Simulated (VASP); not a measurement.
# HfF: single point with PBE

HfF:

```
CELL_PARAMETERS angstrom
0.00000 2.55376 2.55376
2.55376 0.00000 2.55376
2.55376 2.55376 0.00000
ATOMIC_POSITIONS crystal
Hf 0.00000 0.00000 0.00000
F 0.75000 0.75000 0.75000
```

```json
{
  "Program": "VASP 6.6.1",
  "Task": "single point",
  "Functional": "PBE",
  "Potentials or basis": "VASP PAW PBE potentials, release 64 (Hf_pv, F)",
  "Cutoff": "520 eV",
  "k mesh": "18 × 18 × 18",
  "Occupations": "gaussian, width 0.1 eV",
  "Spin": "no spin polarisation",
  "Dipole correction": "no",
  "Further INCAR settings": "ALGO = Normal; EDIFF = 1e-07; NBANDS = 16"
}
```

- Pressure: -1.9 GPa

Levels at points of the mesh, in eV from the Fermi level:
```
           k point  band 6  band 7  band 8  band 9  band 10  band 11
(0.00, 0.00, 0.00)   -9.45   -9.45   -3.99    1.55     1.55     2.94
(0.50, 0.00, 0.00)   -9.21   -9.21   -0.89    1.23     1.23     1.81
(0.50, 0.50, 0.00)   -8.86   -8.86   -1.30   -0.62     2.93     3.51
```

Run time: 38 s on 1 thread of Intel(R) Xeon(R) 6975P-C (Granite Rapids), on a shared host, peak memory 0.23 GiB.

Caveat: spin-orbit coupling is left out, which moves the levels of the heavy elements; an odd number of electrons without spin polarisation forces a metal; a magnetic or distorted state may lie lower.
